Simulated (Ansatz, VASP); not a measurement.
# Two plane-wave programs on Ru

```
Ru
1.0
     2.67493    0.00000    0.00000
    -1.33747    2.31656    0.00000
     0.00000    0.00000    4.22435
Ru
2
Cartesian
  0.0000 1.5444 1.0561
  1.3375 0.7722 3.1683
```

Alike in both runs: functional LDA; k mesh 19 × 19 × 10; occupations fermi-dirac, width 0.08 eV; no spin polarisation.

Ansatz relaxed the structure, and its values are those at the end. VASP's run is a single point on that final structure, the one shown.

```csv
,VASP,Ansatz
version,VASP 6.6.1,Ansatz 0.2.0
potentials or method,"VASP PAW LDA potentials, release 64 (Ru_sv)","PAW with Ansatz's default frozen-core files, scalar-relativistic"
plane-wave cutoff (eV),600,420
valence electrons in the cell,32,32
```

```csv
,VASP,Ansatz,Ansatz less VASP
pressure (GPa),0.7,0.0,-0.67
```

LDA's correlation is that of Perdew and Zunger in VASP and of Perdew and Wang (1992) in Ansatz.
